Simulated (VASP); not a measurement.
Here is a VASP 6.6.1 calculation.

Contents of INCAR:

```
SYSTEM = HfZr2S6
PREC = Accurate
ENCUT = 520
EDIFF = 1E-7
ISMEAR = 0
SIGMA = 0.02
LREAL = .False.
LASPH = .True.
NELM = 60
ALGO = Normal
ISIF = 2
LWAVE = .False.
LCHARG = .False.
GGA = PE
NBANDS = 45
```

KPOINTS

```
Automatic mesh
0
Gamma
  6 6 6
  0 0 0
```

The input POSCAR:

```
HfZr2S6
1.0
    3.1818813539      1.8370600562      6.7758399381
   -3.1818813539      1.8370600562      6.7758399381
    0.0000000000     -3.6741201125      6.7758399381
Zr Hf S
2 1 6
Direct
    0.1666617970      0.1666617970      0.1666617970
    0.8333382030      0.8333382030      0.8333382030
    0.5000000000      0.5000000000      0.5000000000
    0.0977510232      0.4287870506      0.7598043137
    0.4287870506      0.7598043137      0.0977510232
    0.7598043137      0.0977510232      0.4287870506
    0.2401956863      0.9022489768      0.5712129494
    0.5712129494      0.2401956863      0.9022489768
    0.9022489768      0.5712129494      0.2401956863
```

Potentials or basis: VASP PAW PBE potentials, release 64 (Zr_sv, Hf_pv, S).

Run with:

```bash
$ cat potpaw_PBE.64/Zr_sv/POTCAR potpaw_PBE.64/Hf_pv/POTCAR potpaw_PBE.64/S/POTCAR > POTCAR
$ mpirun -np 1 vasp_std > vasp.out
```

**Question.** What does it give for the band gap on the k mesh?

**Answer.** 1.16 eV (least direct gap 1.60 eV).

**Question.** What does it give for the pressure?

**Answer.** -0.2 GPa.

Forces on the atoms (eV/Å):
```
Zr   0.000  0.000  0.000
Zr   0.000  0.000  0.000
Hf   0.000  0.000  0.000
S    0.018  0.031  0.017
S    0.018 -0.031  0.017
S   -0.036  0.000  0.017
S    0.036  0.000 -0.017
S   -0.018  0.031 -0.017
S   -0.018 -0.031 -0.017
```

Caveat: spin-orbit coupling is left out, which moves the levels of the heavy elements. A k mesh can miss the band edges.
